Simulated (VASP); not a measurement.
**LiHf8O16 (a cell with a defect) (Li interstitial hop between voids): single point with PBE**

The system is LiHf8O16 (a cell with a defect) (Li interstitial hop between voids).

```
Hf O Li
1.0
     0.00000    5.06970    5.10173
     5.29432    0.00000    5.10173
     5.29432    5.06970    0.00000
Hf O Li
8 16 1
Direct
  0.24984 0.00872 0.01757
  0.73495 0.52385 0.53944
  0.29574 0.48031 0.98147
  0.78140 0.97787 0.48748
  0.23001 0.03191 0.49834
  0.71795 0.54437 0.98770
  0.26499 0.49612 0.46981
  0.76535 0.99454 0.96649
  0.01884 0.31323 0.04008
  0.51494 0.81377 0.57887
  0.40871 0.44468 0.67883
  0.89434 0.92960 0.19130
  0.10680 0.40202 0.33776
  0.60647 0.90142 0.84534
  0.35304 0.65428 0.09924
  0.85521 0.15898 0.58879
  0.14790 0.85813 0.39622
  0.65452 0.35278 0.89830
  0.40121 0.10535 0.13821
  0.90291 0.60497 0.64099
  0.18874 0.15509 0.71956
  0.69220 0.63484 0.23238
  0.06182 0.76773 0.85492
  0.56365 0.27220 0.34781
  0.92529 0.37276 0.26515
```

```yaml
Program: VASP 6.6.1
Task: single point
Functional: PBE
Potentials_or_basis: VASP PAW PBE potentials, release 64 (Hf_pv, O, Li_sv)
Cutoff: 520 eV
k_mesh: 1 × 1 × 1
Occupations: fermi-dirac, width 0.01 eV
Spin: no spin polarisation
```

| Quantity | Value |
| --- | --- |
| Largest force | 0.979 eV/Å |

Forces in eV/Å, atoms in the order of the input:
```
Hf   0.020  0.017  0.042
Hf   0.160  0.017  0.020
Hf   0.052 -0.072 -0.048
Hf  -0.050  0.019 -0.048
Hf   0.055  0.053 -0.063
Hf   0.038 -0.019  0.032
Hf  -0.049  0.012  0.015
Hf  -0.005 -0.028  0.063
O   -0.209 -0.117  0.221
O   -0.031 -0.045  0.126
O    0.085 -0.088  0.048
O    0.047 -0.096  0.028
O   -0.038  0.053  0.018
O   -0.017  0.060 -0.009
O   -0.013  0.021 -0.007
O   -0.023 -0.090  0.008
O    0.012 -0.084 -0.005
O    0.073 -0.138 -0.016
O   -0.017 -0.011 -0.043
O    0.011 -0.043 -0.039
O   -0.039  0.046  0.058
O   -0.108  0.095  0.099
O    0.054 -0.072  0.300
O    0.047  0.087  0.083
Li  -0.056  0.422 -0.882
```

Levels at points of the mesh, in eV from the Fermi level:
```tsv
k point	band 86	band 87	band 88	band 89	band 90	band 91	band 92	band 93
(0.00, 0.00, 0.00)	-0.89	-0.67	-0.43	-0.26	4.29	4.50	4.75	4.79
```

Run time: 110 s on 1 thread of Intel(R) Xeon(R) Platinum 8488C (Sapphire Rapids) (shared host), peak memory 0.39 GiB.

Caveat: the k points lie up to 1.06 Å⁻¹ apart; the cell carries a net charge on a neutralising background, which shifts energy and pressure; the cell is charged against a uniform background, so pressure and absolute levels hang on convention; spin-orbit coupling is left out, which moves the levels of the heavy elements.
